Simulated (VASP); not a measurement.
Wanted: the native input for a VASP 6.6.1 run.

```
Task                   : single point
Functional             : PBE
Potentials or basis    : VASP PAW PBE potentials, release 64 (Sr_sv, Cl)
Cutoff                 : 520 eV
k mesh                 : 6 × 6 × 6
Occupations            : gaussian, width 0.05 eV
Spin                   : no spin polarisation
Dipole correction      : no
Further INCAR settings : ALGO = Normal; EDIFF = 1e-07; NBANDS = 19
```

The structure of SrCl2 lies in POSCAR:

```
SrCl2
1.0
    0.0000000000      3.6300355796      3.5723180139
    3.6300355796      0.0000000000      3.5723180139
    3.6300355796      3.6300355796      0.0000000000
Sr Cl
1 2
Direct
    0.0000000000      0.0000000000      0.0000000000
    0.2500000000      0.2500000000      0.2500000000
    0.7500000000      0.7500000000      0.7500000000
```

This cell differs from its parent crystal: volume 31.382 Å^3 an atom, c/a of the conventional cell 0.9841.

The input as run:

INCAR

```
SYSTEM = SrCl2
  PREC = Accurate
  ENCUT = 520
  EDIFF = 1E-7
  ISMEAR = 0
  SIGMA = 0.05
  LREAL = .False.
  LASPH = .True.
  NELM = 60
  ALGO = Normal
  ISIF = 2
  LWAVE = .False.
  LCHARG = .False.
  GGA = PE
  NBANDS = 19
```

KPOINTS

```
Automatic mesh
0
Gamma
  6 6 6
  0 0 0
```

Potentials or basis: VASP PAW PBE potentials, release 64 (Sr_sv, Cl).

The run is started by

```bash
$ cat potpaw_PBE.64/Sr_sv/POTCAR potpaw_PBE.64/Cl/POTCAR > POTCAR
$ mpirun -np 1 vasp_std > vasp.out
```

It gave:

```
Pressure               : -2.1 GPa
Band gap on the k mesh : 4.88 eV, indirect (least direct gap 5.17 eV)
```

Wall time 36 s on 1 thread of Intel(R) Xeon(R) 6975P-C (Granite Rapids) (shared host), peak memory 0.25 GiB.
